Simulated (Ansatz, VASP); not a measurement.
# MgO in VASP and in Ansatz

```
Mg O
1.0
     0.00000    2.10752    2.10752
     2.10752    0.00000    2.10752
     2.10752    2.10752    0.00000
Mg O
1 1
Direct
  0.00000 0.00000 0.00000
  0.50000 0.50000 0.50000
```

Alike in both runs: functional PBEsol; k mesh 10 × 10 × 10; occupations gaussian, width 0.02 eV; no spin polarisation.

Ansatz relaxed the structure, and its values are those at the end. VASP's run is a single point on that final structure, the one shown.

|  | VASP | Ansatz |
| --- | --- | --- |
| version | VASP 6.6.1 | Ansatz 0.2.0 |
| potentials or method | VASP PAW PBE potentials, release 64 (Mg, O), cutoff 600 eV | scalar-relativistic, plane waves, PAW |
| valence electrons in the cell | 8 | 16 |

```tsv
	VASP	Ansatz	Ansatz less VASP
gap on the k mesh at the Fermi level (eV)	4.62	4.62	+0.005
least direct gap on the mesh (eV)	4.62	4.62	+0.005
pressure (GPa)	-0.8	0.0	+0.81
```

VASP's potentials were made for PBE, not for PBEsol, and Ansatz warns of the same on its side. VASP's potentials hold 8 valence electrons a cell and Ansatz's 16, so a difference there can come from the potentials and not from the codes.
